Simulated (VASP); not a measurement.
# In3GaP4 (P1) in VASP: settings compared

Aim: see how the results for In3GaP4 move with the level of theory and the settings. Levels: PBEsol, HSE06. Tasks: relaxation of volume and atoms at fixed shape, single point.

All numbers are computed with VASP 6.6.1; they aren't measurements. Logs are shortened: lines on timing, memory, paths and dates and some standing lists are left out, and cuts for length are marked.

### 1 The cell of the first run

The typed cell holds 64 atoms: a = 11.536 Å, b = 11.536 Å, c = 11.536 Å, α = 90.00°, β = 90.00°, γ = 90.00°.

### 2 Relaxation of volume and atoms at fixed shape, PBEsol

INCAR reads:

```
PREC     = Accurate       # precision mode
ENCUT    = 500            # plane-wave cutoff, eV
EDIFF    = 1E-7           # SCF threshold, eV
ISMEAR   = -1             # smearing method
SIGMA    = 0.05           # smearing width, eV
LREAL    = Auto         
LASPH    = True           # aspherical terms in the spheres
NELM     = 120            # most SCF steps
ALGO     = Normal         # electronic algorithm
ISIF     = 8              # what is computed and relaxed
LWAVE    = False          # write WAVECAR
LCHARG   = False          # write CHGCAR
GGA      = PS             # functional
IBRION   = 2              # ionic algorithm
NSW      = 100            # ionic steps
EDIFFG   = -0.03          # ionic threshold
ISYM     = -1           
GGA_COMPAT= False        
NELMIN   = 4            
KPAR     = 1
```

KPOINTS reads:

```
explicit points
1
Reciprocal
  0.25000000   0.25000000   0.25000000 1
```

POSCAR reads:

```
In3GaP4
1.0
   11.5362590000      0.0000000000      0.0000000000
    0.0000000000     11.5362590000      0.0000000000
    0.0000000000      0.0000000000     11.5362590000
In Ga P
24 8 32
Direct
    0.9994100000      0.0015410000      0.0009120000
    0.0013820000      0.9997900000      0.5018310000
    0.0018770000      0.4989960000      0.9990270000
    0.0028710000      0.4993270000      0.4995040000
    0.5025510000      0.9980050000      0.9964230000
    0.5015420000      0.4994910000      0.0007930000
    0.5009910000      0.4977770000      0.4979780000
    0.2493980000      0.2463930000      0.0002840000
    0.2495390000      0.2511800000      0.5019280000
    0.2485080000      0.7513360000      0.0002980000
    0.7509850000      0.2497070000      0.9982580000
    0.7475340000      0.2495420000      0.4986040000
    0.7479170000      0.7488760000      0.5014620000
    0.2496220000      0.0023920000      0.2529200000
    0.2496470000      0.9967610000      0.7505580000
    0.7488390000      0.9965830000      0.2480630000
    0.7503480000      0.0020470000      0.7520410000
    0.7492890000      0.4992720000      0.2525600000
    0.7483000000      0.5018890000      0.7469100000
    0.0006390000      0.2516770000      0.2508460000
    0.9996010000      0.2515870000      0.7515010000
    0.9994940000      0.7525960000      0.7474650000
    0.5001740000      0.2481330000      0.2511660000
    0.4989720000      0.7524810000      0.2499800000
    0.4980490000      0.9993400000      0.5030180000
    0.2495230000      0.7455910000      0.5015650000
    0.7499840000      0.7470690000      0.9973490000
    0.2482320000      0.5000930000      0.2515900000
    0.2505700000      0.5003440000      0.7479850000
    0.9983630000      0.7532790000      0.2485900000
    0.4991390000      0.2516470000      0.7485230000
    0.5020500000      0.7512690000      0.7489330000
    0.1254020000      0.1275070000      0.1250200000
    0.1238260000      0.1242720000      0.6228630000
    0.1265390000      0.6269940000      0.1236240000
    0.1279490000      0.6255070000      0.6259960000
    0.6259130000      0.1217110000      0.1253690000
    0.6242920000      0.1236670000      0.6257770000
    0.6257630000      0.6257670000      0.1226570000
    0.6239230000      0.6276980000      0.6255590000
    0.3722670000      0.3751960000      0.1263390000
    0.3735830000      0.3753960000      0.6257000000
    0.3767210000      0.8755180000      0.1236510000
    0.3749160000      0.8752950000      0.6252590000
    0.8739480000      0.3765850000      0.1232370000
    0.8743220000      0.3769600000      0.6236940000
    0.8767030000      0.8773450000      0.1251380000
    0.8727130000      0.8759310000      0.6236350000
    0.3775620000      0.1277340000      0.3749790000
    0.3741100000      0.1231070000      0.8731950000
    0.3764420000      0.6251340000      0.3734380000
    0.3733880000      0.6276790000      0.8772870000
    0.8748910000      0.1246580000      0.3757690000
    0.8730950000      0.1222080000      0.8739340000
    0.8766130000      0.6231900000      0.3742330000
    0.8727190000      0.6258330000      0.8753190000
    0.1279330000      0.3751820000      0.3718890000
    0.1265030000      0.3757800000      0.8740210000
    0.1295630000      0.8747170000      0.3742440000
    0.1236060000      0.8765610000      0.8748490000
    0.6235270000      0.3730930000      0.3764500000
    0.6228050000      0.3731620000      0.8728940000
    0.6262730000      0.8727920000      0.3739550000
    0.6256540000      0.8757820000      0.8727900000
```

Potentials or basis: VASP PAW PBE potentials, release 64 (In_d, Ga_d, P).

Command:

```bash
$ cat potpaw_PBE.64/In_d/POTCAR potpaw_PBE.64/Ga_d/POTCAR potpaw_PBE.64/P/POTCAR > POTCAR
$ mpirun -np 4 vasp_std > vasp.out
```

OUTCAR:

```text
PREC = Accurate
   ENCUT = 500
   EDIFF = 1E-7
   ISMEAR = -1
   LREAL = Auto
   LASPH = True
   NELM = 120
   ISIF = 8
   GGA = PS
   IBRION = 2
   NSW = 100
   EDIFFG = -0.03
   ISYM = -1
   NELMIN = 4

 ion  position               nearest neighbor table
   1  0.999  0.002  0.001-  47 2.47  54 2.49  60 2.50  33 2.50
   2  0.001  1.000  0.502-  34 2.45  48 2.49  53 2.51  59 2.54  22 4.02
   3  0.002  0.499  0.999-  58 2.48  45 2.50  35 2.51  56 2.53
   4  0.003  0.499  0.500-  46 2.50  55 2.50  57 2.51  36 2.52
   5  0.503  0.998  0.996-  64 2.46  43 2.50  37 2.50  50 2.51  17 4.02
   6  0.502  0.499  0.001-  39 2.48  62 2.50  41 2.53  52 2.53
   7  0.501  0.498  0.498-  61 2.46  51 2.51  42 2.51  40 2.53
   8  0.249  0.246  0.000-  33 2.45  50 2.50  41 2.52  58 2.52
   9  0.250  0.251  0.502-  42 2.48  34 2.49  57 2.50  49 2.52
  10  0.249  0.751  0.000-  35 2.46  52 2.47  60 2.50  43 2.50
  11  0.751  0.250  0.998-  54 2.49  45 2.50  62 2.51  37 2.53
  12  0.748  0.250  0.499-  61 2.46  53 2.50  38 2.51  46 2.53
  13  0.748  0.749  0.501-  40 2.46  63 2.49  48 2.49  55 2.54  19 4.02
  14  0.250  0.002  0.253-  59 2.46  49 2.50  33 2.51  43 2.55
  15  0.250  0.997  0.751-  60 2.47  44 2.48  50 2.49  34 2.54
  16  0.749  0.997  0.248-  47 2.47  37 2.47  63 2.48  53 2.54
  17  0.750  0.002  0.752-  54 2.43  64 2.48  38 2.49  48 2.51   5 4.02
[... 45 lines left out ...]
  63  0.626  0.873  0.374-  24 2.48  16 2.48  13 2.49  25 2.56
  64  0.626  0.876  0.873-   5 2.46  17 2.48  32 2.48  27 2.52

IMPORTANT INFORMATION: All symmetrisations will be switched off!
NOSYMM: (Re-)initialisation of all symmetry stuff for point group C_1.

----------------------------------------------------------------------------------------

                                     Primitive cell

  volume of cell :    1535.3062

  direct lattice vectors                    reciprocal lattice vectors
    11.536259000  0.000000000  0.000000000     0.086683213  0.000000000  0.000000000
     0.000000000 11.536259000  0.000000000     0.000000000  0.086683213  0.000000000
     0.000000000  0.000000000 11.536259000     0.000000000  0.000000000  0.086683213

  length of vectors
    11.536259000 11.536259000 11.536259000     0.086683213  0.086683213  0.086683213

  position of ions in fractional coordinates (direct lattice)
     0.999410000  0.001541000  0.000912000
     0.001382000  0.999790000  0.501831000
     0.001877000  0.498996000  0.999027000
     0.002871000  0.499327000  0.499504000
     0.502551000  0.998005000  0.996423000
     0.501542000  0.499491000  0.000793000
[... 56 lines left out ...]
     0.626273000  0.872792000  0.373955000
     0.625654000  0.875782000  0.872790000

  ion indices of the primitive-cell ions
   primitive index   ion index
                 1           1
                 2           2
                 3           3
                 4           4
                 5           5
                 6           6
[... 56 lines left out ...]
                63          63
                64          64

----------------------------------------------------------------------------------------

 KPOINTS: explicit points

Read explicit list of k-points.

 Found      1 k-points:

 Following reciprocal coordinates:
            Coordinates               Weight
  0.250000  0.250000  0.250000      1.000000
   k-points           NKPTS =      1   k-points in BZ     NKDIM =      1   number of bands    NBANDS=    348
   number of dos      NEDOS =    301   number of ions     NIONS =     64
   total plane-waves  NPLWV = 592704
   dimension x,y,z NGX =    84 NGY =   84 NGZ =   84
   dimension x,y,z NGXF=   168 NGYF=  168 NGZF=  168
   ions per type =              24   8  32
   NGX,Y,Z   is equivalent  to a cutoff of  12.11, 12.11, 12.11 a.u.
   NGXF,Y,Z  is equivalent  to a cutoff of  24.21, 24.21, 24.21 a.u.
 SYSTEM =  unknown system
   PREC   = accura    normal or accurate (medium, high low for compatibility)
   ISTART =      0    job   : 0-new  1-cont  2-samecut
[... 25 lines left out ...]
   IMIX   =      4    mixing-type and parameters
     AMIX     =   0.40;   BMIX     =  1.00
     AMIX_MAG =   1.60;   BMIX_MAG =  1.00
  volume/ion in A,a.u.               =      23.99       161.89
  Fermi-wavevector in a.u.,A,eV,Ry     =   1.180730  2.231256 18.968205  1.394124
  Thomas-Fermi vector in A             =   2.317017
   LORBIT       =      0    0 simple, 1 ext, 2 COOP (PROOUT), +10 PAW based schemes
   GGA     = PS    functional components
   LHFCALC =     F    Hartree Fock is set to
   AEXX    =    0.0000 exact exchange contribution
   IVDW    =     0    specifies the selected vdW correction
   LEPSILON=     F    determine dielectric tensor
   LRPA    =     F    only Hartree local field effects (RPA)
 conjugate gradient relaxation of ions
 non-spin polarized calculation
  energy-cutoff  :      500.00
  volume of cell :     1535.31
 maximum number of plane-waves:     38982
 NGX is ok and might be reduce to    84
   NGX = 43   NGY = 43   NGZ = 43

--------------------------------------- Ionic step        1  -------------------------------------------

 number of electron     575.9999960 magnetization

 Free energy of the ion-electron system (eV)
  ---------------------------------------------------
  ext. energy  EPLUGINS =         0.00000000
  ---------------------------------------------------
  free energy    TOTEN  =      -295.80311734 eV

  energy without entropy =     -295.80311681  energy(sigma->0) =     -295.80311707

------------------------ aborting loop because EDIFF is reached ----------------------------------------

  FORCE on cell =-STRESS in cart. coord.  units (eV):
  Direction    XX          YY          ZZ          XY          YZ          ZX
  --------------------------------------------------------------------------------------
  -------------------------------------------------------------------------------------
  Total        7.3138331      6.6047521      6.9389365     -2.7330534     -5.0470243     -5.7012185
  in kB        7.6323914      6.8924260      7.2411659     -2.8520931     -5.2668504     -5.9495385
  external PRESSURE =       7.2553278 kB  Pullay stress =       0.0000000 kB
[... 275 lines left out ...]
  FREE ENERGIE OF THE ION-ELECTRON SYSTEM (eV)
  ---------------------------------------------------
  free  energy   TOTEN  =      -297.4832293265 eV

  energy  without entropy=     -297.4832287530  energy(sigma->0) =     -297.48322904

[... ionic steps 4 to 11 ...]

--------------------------------------- Ionic step       12  -------------------------------------------

 number of electron     576.0000050 magnetization

------------------------ aborting loop because EDIFF is reached ----------------------------------------
[... 191 lines left out ...]
--------------------------------------- Ionic step       14  -------------------------------------------

 number of electron     576.0000048 magnetization

 Free energy of the ion-electron system (eV)
  ---------------------------------------------------
  ext. energy  EPLUGINS =         0.00000000
  ---------------------------------------------------
  free energy    TOTEN  =      -298.18819414 eV

  energy without entropy =     -298.18819379  energy(sigma->0) =     -298.18819397

 E-fermi :   5.6249     XC(G=0):  -9.5941

 val. band max:        4.7869201255   @ k =   0.2500   0.2500   0.2500
 cond. band min:       6.4321715563   @ k =   0.2500   0.2500   0.2500
 fundamental gap:      1.6452514308
 Fermi energy:         5.6248893912

 k-point     1 :       0.2500    0.2500    0.2500
  band No.  band energies     occupation
      1      -9.6652      2.00000
      2      -9.6634      2.00000
      3      -9.6615      2.00000
      4      -9.6478      2.00000
      5      -9.6453      2.00000
      6      -9.6448      2.00000
[... 292 lines left out ...]
    299       7.3198      0.00000
    300       7.3617      0.00000
 [bands above 300 left out]

------------------------ aborting loop because EDIFF is reached ----------------------------------------

  FORCE on cell =-STRESS in cart. coord.  units (eV):
  Direction    XX          YY          ZZ          XY          YZ          ZX
  --------------------------------------------------------------------------------------
  -------------------------------------------------------------------------------------
  Total       -0.1639066     -0.2885393     -0.1779098     -4.2023654     -4.2939934     -4.7129467
  in kB       -0.1711193     -0.3012366     -0.1857388     -4.3872913     -4.4829514     -4.9203408
  external PRESSURE =      -0.2193649 kB  Pullay stress =       0.0000000 kB
[... 79 lines left out ...]
  FREE ENERGIE OF THE ION-ELECTRON SYSTEM (eV)
  ---------------------------------------------------
  free  energy   TOTEN  =      -298.1881941416 eV

  energy  without entropy=     -298.1881937926  energy(sigma->0) =     -298.18819397

 reached required accuracy - stopping structural energy minimisation
```

Run time: 42 min. Hardware: 4 MPI ranks of Intel Xeon 6975P-C (Granite Rapids), shared host; peak memory 0.55 GiB.

Results:

```yaml
Free_energy: -298.1882 eV
Relaxed_volume: 23.98 Å³/atom
Relaxed_cell: a = 11.535 Å, b = 11.535 Å, c = 11.535 Å, α = 90.00°, β = 90.00°, γ = 90.00°
Space_group_after_relaxing_to_0.1_Å: P1 (No. 1)
Energy_gained_by_relaxing: 37.3 meV/atom
Ionic_steps: 14
Pressure_after_relaxing: 0.0 GPa
Largest_force_after_relaxing: 0.028 eV/Å
Band_gap_on_the_k_mesh: 1.65 eV
```

Forces in eV/Å, atoms in the order of the input:
```
In  -0.012  0.002  0.005
In  -0.008  0.001 -0.006
In  -0.011 -0.003  0.016
In   0.001 -0.003 -0.004
In   0.010  0.010 -0.003
In   0.006 -0.004 -0.001
In   0.001 -0.004  0.010
In  -0.001  0.024  0.002
In  -0.004 -0.005 -0.001
In   0.002 -0.015 -0.008
In   0.005 -0.012 -0.004
In   0.001  0.001  0.009
In   0.009  0.021  0.000
In  -0.016 -0.007 -0.012
In   0.012  0.018 -0.011
In   0.012  0.016 -0.007
In  -0.008 -0.001  0.013
In   0.014 -0.008 -0.021
In   0.009 -0.015  0.011
In   0.011 -0.013 -0.013
In  -0.003 -0.002  0.007
In   0.007 -0.003  0.019
In   0.005  0.010  0.006
In   0.011  0.000  0.006
Ga  -0.003  0.011  0.002
Ga  -0.011  0.005 -0.008
Ga  -0.007  0.011 -0.001
Ga  -0.009 -0.007  0.003
Ga  -0.005 -0.016 -0.010
Ga  -0.012  0.003 -0.005
Ga   0.008 -0.016  0.001
Ga   0.006  0.009 -0.011
P   -0.005 -0.001 -0.013
P   -0.004 -0.008 -0.002
P    0.007 -0.008  0.000
P   -0.002 -0.004  0.000
P   -0.005  0.005 -0.001
P   -0.003  0.005 -0.009
P    0.011 -0.005 -0.002
P    0.015 -0.001 -0.001
P    0.009  0.001  0.008
P    0.003 -0.010  0.000
P    0.001  0.007  0.000
P    0.006  0.022 -0.008
P   -0.003 -0.022  0.001
P    0.003 -0.014  0.011
P   -0.004  0.001 -0.003
P    0.003  0.001  0.011
P   -0.009 -0.006 -0.011
P   -0.006  0.003  0.012
P   -0.005 -0.007 -0.002
P   -0.003 -0.015 -0.004
P   -0.002  0.008  0.004
P    0.008  0.007  0.002
P   -0.019  0.001  0.012
P   -0.004  0.004  0.000
P   -0.011  0.000  0.004
P   -0.012 -0.005 -0.003
P   -0.019  0.020  0.003
P    0.003  0.006  0.010
P    0.015  0.003 -0.008
P    0.014 -0.010  0.004
P    0.009  0.009 -0.003
P   -0.009  0.005  0.004
```

The path:
| step | energy change (eV) | largest force (eV/Å) | pressure (GPa) | volume (Å³) |
| --- | --- | --- | --- | --- |
| 1 | 0.0000 | 1.6925 | 0.73 | 1535.31 |
| 2 | -1.4458 | 0.8814 | -0.76 | 1559.57 |
| 3 | -1.6801 | 0.5692 | -1.47 | 1574.06 |
| 4 | -2.1173 | 0.5344 | 0.47 | 1526.41 |
| 5 | -2.1174 | 0.5335 | 0.50 | 1525.69 |
| 6 | -2.2905 | 0.1928 | 0.17 | 1531.15 |
| 7 | -2.3191 | 0.2337 | 0.00 | 1534.37 |
| 8 | -2.3576 | 0.0944 | -0.05 | 1535.26 |
| 9 | -2.3652 | 0.1279 | -0.08 | 1535.86 |
| 10 | -2.3756 | 0.0579 | 0.08 | 1532.42 |
| 11 | -2.3767 | 0.0542 | 0.16 | 1530.80 |
| 12 | -2.3818 | 0.0579 | -0.08 | 1535.98 |
| 13 | -2.3819 | 0.0557 | -0.05 | 1535.33 |
| 14 | -2.3851 | 0.0279 | -0.02 | 1534.64 |

Final structure:
```cif
data_structure
_symmetry_space_group_name_H-M 'P 1'
_symmetry_Int_Tables_number 1
_cell_length_a 11.5346
_cell_length_b 11.5346
_cell_length_c 11.5346
_cell_angle_alpha 90.000
_cell_angle_beta 90.000
_cell_angle_gamma 90.000
_cell_volume 1534.64
loop_
_atom_site_label
_atom_site_type_symbol
_atom_site_fract_x
_atom_site_fract_y
_atom_site_fract_z
_atom_site_occupancy
In1 In 0.99826 0.99597 0.00302 1
In2 In 0.00314 0.99496 0.49737 1
In3 In 0.00340 0.50549 0.00151 1
In4 In 0.00751 0.50519 0.49853 1
In5 In 0.50281 0.99715 0.99423 1
In6 In 0.49754 0.50279 0.99572 1
In7 In 0.49369 0.50200 0.50330 1
In8 In 0.25308 0.25507 0.99771 1
In9 In 0.25503 0.25274 0.50261 1
In10 In 0.25020 0.74632 0.99972 1
In11 In 0.74694 0.25041 0.99701 1
In12 In 0.74523 0.24760 0.50224 1
In13 In 0.74716 0.75174 0.49973 1
In14 In 0.25042 0.99642 0.25533 1
In15 In 0.25598 0.99750 0.74544 1
In16 In 0.75009 0.99479 0.24978 1
In17 In 0.74309 0.99810 0.74985 1
In18 In 0.75214 0.50510 0.24832 1
In19 In 0.74527 0.50211 0.75163 1
In20 In 0.00222 0.25287 0.25040 1
In21 In 0.00247 0.25399 0.74984 1
In22 In 0.00242 0.74805 0.74911 1
In23 In 0.49723 0.25027 0.25222 1
In24 In 0.49743 0.75068 0.25163 1
Ga1 Ga 0.49712 0.99658 0.50467 1
Ga2 Ga 0.25278 0.74574 0.49919 1
Ga3 Ga 0.74980 0.74830 0.99924 1
Ga4 Ga 0.24810 0.50456 0.25201 1
Ga5 Ga 0.25543 0.50349 0.74829 1
Ga6 Ga 0.00226 0.74702 0.25045 1
Ga7 Ga 0.49611 0.24949 0.74738 1
Ga8 Ga 0.49751 0.74894 0.74658 1
P1 P 0.12759 0.12452 0.12481 1
P2 P 0.12577 0.12438 0.62298 1
P3 P 0.12656 0.62610 0.13777 1
P4 P 0.14101 0.62578 0.62616 1
P5 P 0.62394 0.12340 0.12452 1
P6 P 0.60821 0.12332 0.62564 1
P7 P 0.62853 0.63218 0.11812 1
P8 P 0.61726 0.63145 0.62922 1
P9 P 0.36859 0.38607 0.13270 1
P10 P 0.37510 0.37612 0.63870 1
P11 P 0.37458 0.87572 0.12232 1
P12 P 0.38043 0.86573 0.61705 1
P13 P 0.87495 0.37564 0.12180 1
P14 P 0.87456 0.37936 0.62246 1
P15 P 0.87475 0.85894 0.12567 1
P16 P 0.87431 0.87486 0.62522 1
P17 P 0.38113 0.11717 0.38464 1
P18 P 0.38169 0.13046 0.86796 1
P19 P 0.36321 0.62390 0.37397 1
P20 P 0.37437 0.62718 0.86116 1
P21 P 0.87553 0.12381 0.37464 1
P22 P 0.87451 0.12356 0.87352 1
P23 P 0.88141 0.63309 0.37096 1
P24 P 0.86941 0.63051 0.88052 1
P25 P 0.13478 0.38089 0.36960 1
P26 P 0.13307 0.38765 0.86774 1
P27 P 0.12609 0.85836 0.37565 1
P28 P 0.12713 0.87535 0.87424 1
P29 P 0.62374 0.37959 0.37566 1
P30 P 0.61482 0.36706 0.86663 1
P31 P 0.61625 0.88185 0.38250 1
P32 P 0.62366 0.85851 0.87303 1
```

Levels at points of the mesh, in eV from the valence-band top:
| k point | band 285 | band 286 | band 287 | band 288 | band 289 | band 290 | band 291 | band 292 |
| --- | --- | --- | --- | --- | --- | --- | --- | --- |
| (0.25, 0.25, 0.25) | -0.42 | -0.36 | -0.01 | 0.00 | 1.65 | 1.83 | 2.06 | 2.07 |

Caveat: the PAW data sets were made with another functional, which shifts forces and pressure a little; spin-orbit coupling is left out, which moves the levels of the heavy elements; a shifted mesh leaves out Γ, where band edges can lie.

(Continued in part 2 of 2.)
